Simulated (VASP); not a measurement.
Write the native input for VASP 6.6.1 that does the following.

```yaml
Task: relaxation of cell and atoms
Functional: PBE
Potentials_or_basis: VASP PAW PBE potentials, release 64 (Al, Cu)
Cutoff: 600 eV
k_mesh: 4 × 4 × 4
Occupations: gaussian, width 0.2 eV
Spin: no spin polarisation
Dipole_correction: no
Further_INCAR_settings: ALGO = Normal; EDIFF = 1e-06; IBRION = 2; EDIFFG = -0.08; NSW = 36; ISIF = 3
```

The structure of AlCu6 lies in POSCAR:

```
AlCu6
1.0
    0.0000000000      3.5721629800      3.5721629800
    3.5721629800      0.0000000000      3.5721629800
    3.5721629800      3.5721629800      0.0000000000
Al Cu
1 6
Direct
    0.5000000000      0.5000000000      0.5000000000
    0.5000000000      0.0000000000      0.0000000000
    0.0000000000      0.5000000000      0.5000000000
    0.0000000000      0.5000000000      0.0000000000
    0.5000000000      0.0000000000      0.5000000000
    0.0000000000      0.0000000000      0.5000000000
    0.5000000000      0.5000000000      0.0000000000
```

The cell was generated, and may not be a known phase.

These files were run (other wordings do the same):

INCAR

```
SYSTEM = AlCu6
PREC = Accurate ; ENCUT = 600
EDIFF = 1E-6 ; ISMEAR = 0
SIGMA = 0.2 ; LREAL = .False.
LASPH = .True. ; NELM = 60
ALGO = Normal ; ISIF = 3
LWAVE = .False. ; LCHARG = .False.
GGA = PE ; IBRION = 2
NSW = 36 ; EDIFFG = -0.08
```

KPOINTS

```
regular mesh
0
Gamma
  4 4 4
  0 0 0
```

Potentials or basis: VASP PAW PBE potentials, release 64 (Al, Cu).

Run with:

```sh
$ cat potpaw_PBE.64/Al/POTCAR potpaw_PBE.64/Cu/POTCAR > POTCAR
$ mpirun -np 1 vasp_std > vasp.out
```

It gave:

```json
{
  "Relaxed volume": "13.52 Å³/atom",
  "Relaxed cell": "a = 5.115 Å, b = 5.115 Å, c = 5.115 Å, α = 60.00°, β = 60.00°, γ = 60.00°",
  "Space group after relaxing (to 0.1 Å)": "Fm-3m (No. 225)",
  "Energy gained by relaxing": "6.8 meV/atom",
  "Ionic steps": "3",
  "Pressure after relaxing": "0.0 GPa",
  "Band gap on the k mesh": "zero (an odd number of electrons rules out a gap without spin polarisation)"
}
```

Caveat: the k points lie up to 0.38 Å⁻¹ apart in the final cell, too coarse for converged energies and pressures of a metal.

It took 3.1 min on 1 thread of Intel Xeon 8259CL, on a shared host, peak memory 0.26 GiB.
